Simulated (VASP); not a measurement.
# InGa2N3 (P-3m1) in VASP: a series of runs, part 2 of 2

VASP 6.6.1. The steps go on from the part before.

## Step 3: Relaxation of cell and atoms, PBEsol

This run uses another cell than the first one, of 12.98 Å³/atom.

The input, INCAR:

```
SYSTEM = InGa2N3
  PREC = Accurate
  ENCUT = 600
  EDIFF = 1E-7
  ISMEAR = -1
  SIGMA = 0.03
  LREAL = .False.
  LASPH = .True.
  NELM = 80
  ALGO = Normal
  ISIF = 3
  LWAVE = .False.
  LCHARG = .False.
  GGA = PS
  IBRION = 2
  NSW = 100
  EDIFFG = -0.01
```

The input, KPOINTS:

```
regular mesh
0
Gamma
  9 9 4
  0 0 0
```

The input, POSCAR:

```
InGa2N3
1.0
    3.3241295100      0.0000000000      0.0000000000
   -1.6620647600      2.8787806000      0.0000000000
    0.0000000000      0.0000000000      8.1366983200
In Ga N
1 2 3
Direct
    0.0000000000      0.0000000000      0.0000000000
    0.3333333300      0.6666666700      0.6559942900
    0.6666666700      0.3333333300      0.3440057100
    0.3333333300      0.6666666700      0.1659022100
    0.6666666700      0.3333333300      0.8340977900
    0.0000000000      0.0000000000      0.5000000000
```

Potentials or basis: VASP PAW PBE potentials, release 64 (In_d, Ga_d, N).

Run with:

```console
$ cat potpaw_PBE.64/In_d/POTCAR potpaw_PBE.64/Ga_d/POTCAR potpaw_PBE.64/N/POTCAR > POTCAR
$ mpirun -np 1 vasp_std > vasp.out
```

OUTCAR:

```text
SYSTEM = InGa2N3
   PREC = Accurate
   ENCUT = 600
   EDIFF = 1E-7
   ISMEAR = -1
   LREAL = .False.
   LASPH = .True.
   NELM = 80
   ISIF = 3
   GGA = PS
   IBRION = 2
   NSW = 100
   EDIFFG = -0.01

 ion  position               nearest neighbor table
   1  0.000  0.000  0.000-   4 2.35   5 2.35   5 2.35   4 2.35   5 2.35   4 2.35   2 3.39   3 3.39
                             2 3.39   3 3.39   3 3.39   2 3.39
   2  0.333  0.667  0.656-   6 2.30   6 2.30   6 2.30   1 3.39   1 3.39   1 3.39
   3  0.667  0.333  0.344-   6 2.30   6 2.30   6 2.30   1 3.39   1 3.39   1 3.39
   4  0.333  0.667  0.166-   1 2.35   1 2.35   1 2.35
   5  0.667  0.333  0.834-   1 2.35   1 2.35   1 2.35
   6  0.000  0.000  0.500-   2 2.30   3 2.30   3 2.30   2 2.30   3 2.30   2 2.30

  LATTYP: Found a hexagonal cell.
 ALAT       =     3.3241295100
 C/A-ratio  =     2.4477681437

  Lattice vectors:

 A1 = (   3.3241295100,   0.0000000000,   0.0000000000)
[... 1152 lines left out ...]

[... ionic steps 4 to 9 ...]

--------------------------------------- Ionic step       10  -------------------------------------------

 number of electron      54.0000001 magnetization

------------------------ aborting loop because EDIFF is reached ----------------------------------------
[... 75 lines left out ...]
--------------------------------------- Ionic step       12  -------------------------------------------

 number of electron      54.0000001 magnetization

 Free energy of the ion-electron system (eV)
  ---------------------------------------------------
  ext. energy  EPLUGINS =         0.00000000
  ---------------------------------------------------
  free energy    TOTEN  =       -35.47324141 eV

  energy without entropy =      -35.47324093  energy(sigma->0) =      -35.47324117

 E-fermi :   8.7803     XC(G=0): -12.9317

 val. band max:        8.4104117265   @ k =   0.0000   0.2222   0.2500
 cond. band min:       9.1107320965   @ k =   0.4444  -0.0000   0.0000
 fundamental gap:      0.7003203700
 Fermi energy:         8.7803325675

 k-point     1 :       0.0000    0.0000    0.0000
  band No.  band energies     occupation
      1      -8.2578      2.00000
      2      -6.6678      2.00000
      3      -6.2766      2.00000
      4      -5.6136      2.00000
      5      -5.6136      2.00000
      6      -5.5812      2.00000
[... 864 lines left out ...]
  FREE ENERGIE OF THE ION-ELECTRON SYSTEM (eV)
  ---------------------------------------------------
  free  energy   TOTEN  =       -35.4732414083 eV

  energy  without entropy=      -35.4732409274  energy(sigma->0) =      -35.47324117

 reached required accuracy - stopping structural energy minimisation
```

OSZICAR:

```text
N       E                     dE             d eps       ncg     rms          rms(c)
DAV:   1     0.548769321262E+03    0.54877E+03   -0.28638E+04  2880   0.308E+03
DAV:   2     0.559484038478E+02   -0.49282E+03   -0.48222E+03  2872   0.671E+02
DAV:   3    -0.316244458945E+02   -0.87573E+02   -0.85361E+02  3216   0.219E+02
DAV:   4    -0.379747596940E+02   -0.63503E+01   -0.63114E+01  3704   0.580E+01
[... 133 lines left out ...]
DAV:   1    -0.354732410880E+02   -0.58849E-05   -0.17031E-03  3096   0.317E-01    0.148E-02
DAV:   2    -0.354732428860E+02   -0.17981E-05   -0.73910E-05  3888   0.105E-01    0.698E-03
DAV:   3    -0.354732415515E+02    0.13346E-05   -0.58662E-06  4752   0.670E-02    0.271E-03
DAV:   4    -0.354732414585E+02    0.92948E-07   -0.18471E-06  3864   0.131E-02    0.230E-03
DAV:   5    -0.354732414083E+02    0.50275E-07   -0.79542E-08  2248   0.395E-03
  12 F= -.35473241E+02 E0= -.35473241E+02  d E =-.264561E-03
```

CONTCAR:

```text
InGa2N3
   1.00000000000000
     3.0857636751413962    0.0000000004204133    0.0000000000000000
    -1.5428818418480705    2.6723497316534490   -0.0000000000000000
     0.0000000000000000   -0.0000000000000000    7.5979789607880965
  In              Ga              N
     1     2     3
Direct
     1.0000000000000000    0.0000000000000000    0.0000000000000000
     0.3333333300000021    0.6666666699999979    0.6587279712594053
     0.6666666699999979    0.3333333300000021    0.3412720287405949
     0.3333333300000021    0.6666666699999979    0.1873898862067428
     0.6666666699999979    0.3333333300000021    0.8126101137932572
     1.0000000000000000    0.0000000000000000    0.5000000000000000

  0.00000000E+00  0.00000000E+00  0.00000000E+00
  0.00000000E+00  0.00000000E+00  0.00000000E+00
  0.00000000E+00  0.00000000E+00  0.00000000E+00
  0.00000000E+00  0.00000000E+00  0.00000000E+00
  0.00000000E+00  0.00000000E+00  0.00000000E+00
  0.00000000E+00  0.00000000E+00  0.00000000E+00
```

It took 19 min on 1 thread of Intel Xeon Platinum 8259CL at 2.50GHz (Skylake/Cascade Lake), shared host; peak memory 0.32 GiB.

What came out:

| Quantity | Value |
| --- | --- |
| Free energy | -35.4732 eV |
| Relaxed volume | 10.44 Å³/atom |
| Relaxed cell | a = 3.086 Å, b = 3.086 Å, c = 7.598 Å, α = 90.00°, β = 90.00°, γ = 120.00° |
| Space group after relaxing (to 0.1 Å) | P-3m1 (No. 164) |
| Energy gained by relaxing | 299.7 meV/atom |
| Ionic steps | 12 |
| Pressure after relaxing | 0.1 GPa |
| Largest force after relaxing | 0.008 eV/Å |
| Band gap on the k mesh | 0.70 eV (least direct gap 1.41 eV) |

Forces in eV/Å, atoms in the order of the input:
```
In   0.000  0.000  0.000
Ga   0.000  0.000 -0.004
Ga   0.000  0.000  0.004
N    0.000  0.000  0.008
N    0.000  0.000 -0.008
N    0.000  0.000  0.000
```

The path:
| step | energy change (eV) | largest force (eV/Å) | pressure (GPa) | volume (Å³) |
| --- | --- | --- | --- | --- |
| 1 | 0.0000 | 1.3133 | -24.36 | 77.86 |
| 2 | -1.2654 | 2.1812 | 23.39 | 57.67 |
| 3 | -1.5554 | 2.0721 | 2.33 | 62.62 |
| 4 | -1.7435 | 1.0787 | 2.99 | 61.96 |
| 5 | -1.7506 | 0.7855 | 2.69 | 62.07 |
| 6 | -1.7915 | 0.1226 | -2.32 | 63.42 |
| 7 | -1.7919 | 0.1775 | -1.92 | 63.31 |
| 8 | -1.7976 | 0.1226 | 0.54 | 62.54 |
| 9 | -1.7982 | 0.0651 | -0.10 | 62.71 |
| 10 | -1.7981 | 0.0645 | -0.02 | 62.70 |
| 11 | -1.7984 | 0.0138 | 0.12 | 62.65 |
| 12 | -1.7984 | 0.0078 | 0.10 | 62.65 |

Final structure:
```yaml
crystal:
  lattice:
    - [3.08576, 0.00000, 0.00000]
    - [-1.54288, 2.67235, 0.00000]
    - [0.00000, 0.00000, 7.59798]
  atoms:
    - { symbol: In, position: [0.00000, 0.00000, 0.00000] }
    - { symbol: Ga, position: [0.33333, 0.66667, 0.65873] }
    - { symbol: Ga, position: [0.66667, 0.33333, 0.34127] }
    - { symbol: N, position: [0.33333, 0.66667, 0.18739] }
    - { symbol: N, position: [0.66667, 0.33333, 0.81261] }
    - { symbol: N, position: [0.00000, 0.00000, 0.50000] }
```

Levels at points of the mesh, in eV from the valence-band top:
| k point | band 24 | band 25 | band 26 | band 27 | band 28 | band 29 | band 30 | band 31 |
| --- | --- | --- | --- | --- | --- | --- | --- | --- |
| (0.00, 0.00, 0.00) | -0.39 | -0.39 | -0.19 | -0.19 | 1.22 | 4.22 | 4.33 | 7.71 |
| (0.00, 0.00, 0.50) | -0.47 | -0.47 | -0.12 | -0.12 | 3.12 | 3.34 | 4.03 | 8.04 |

Caveat: the volume moved by over 15 % at a fixed basis, so the end points are rough; the PAW data sets were made with another functional, which shifts forces and pressure a little; spin-orbit coupling is left out, which moves the levels of the heavy elements; an odd mesh through Γ misses points on the zone boundary, where band edges can lie.
